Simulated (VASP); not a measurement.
Crystal: GaN.

```
Ga N
1.0
     3.18000    0.00000    0.00000
    -1.59000    2.75396    0.00000
     0.00000    0.00000    5.16600
Ga N
2 2
Direct
  0.33333 0.66667 0.00394
  0.66667 0.33333 0.50394
  0.33333 0.66667 0.38106
  0.66667 0.33333 0.88106
```

Base run:

```yaml
Program: VASP 6.6.1
Functional: r2SCAN
Potentials_or_basis: VASP PAW PBE potentials, release 64 (Ga_d, N)
Cutoff: 520 eV
k_mesh: 11 × 11 × 6
Occupations: fermi-dirac, width 0.02 eV
Spin: no spin polarisation
```

Its results: band gap on the k mesh 2.39 eV, direct; pressure 2.3 GPa.

Task: The run is repeated on the same cell with these changes: functional from r2SCAN to PBEsol. What comes out?

Result: Band gap on the k mesh 1.94 eV, direct; pressure 0.8 GPa.

r2SCAN gives the wider gap, since meta-GGAs in the generalised Kohn-Sham scheme recover part of the derivative discontinuity.

Caveats: the PAW data sets were made with another functional, which shifts forces and pressure a little.

